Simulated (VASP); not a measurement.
Input of a VASP 6.6.1 run:

File INCAR:

```
SYSTEM = Cd
PREC     = Accurate       ! precision mode
ENCUT    = 520            ! plane-wave cutoff, eV
EDIFF    = 1E-6           ! SCF threshold, eV
ISMEAR   = -1             ! smearing method
SIGMA    = 0.1            ! smearing width, eV
LREAL    = .False.        ! projectors in reciprocal space
LASPH    = .True.         ! aspherical terms in the spheres
NELM     = 100            ! most SCF steps
ALGO     = Normal         ! electronic algorithm
ISIF     = 2              ! what is computed and relaxed
LWAVE    = .False.        ! write WAVECAR
LCHARG   = .False.        ! write CHGCAR
GGA      = RE             ! functional
NBANDS   = 19             ! bands
```

File KPOINTS:

```
Automatic mesh
0
Gamma
  19 19 9
  0 0 0
```

POSCAR

```
Cd
1.0
    2.9579399509      0.0000000000      0.0000000000
   -1.4789699754      2.5616511404      0.0000000000
    0.0000000000      0.0000000000      5.8566985405
Cd
2
Direct
    0.3333333333      0.6666666667      0.2500000000
    0.6666666667      0.3333333333      0.7500000000
```

Potentials or basis: VASP PAW PBE potentials, release 64 (Cd).

Launch:

```bash
$ cat potpaw_PBE.64/Cd/POTCAR > POTCAR
$ mpirun -np 1 vasp_std > vasp.out
```

(1) Estimate the pressure.

(2) Estimate the band gap on the k mesh.

## Answers

(1) 4.4 GPa.

(2) zero (bands 12 and 13 overlap by 4.24 eV).

Caveat: the cell stands under pressure; the PAW data sets were made with another functional, which shifts forces and pressure a little.
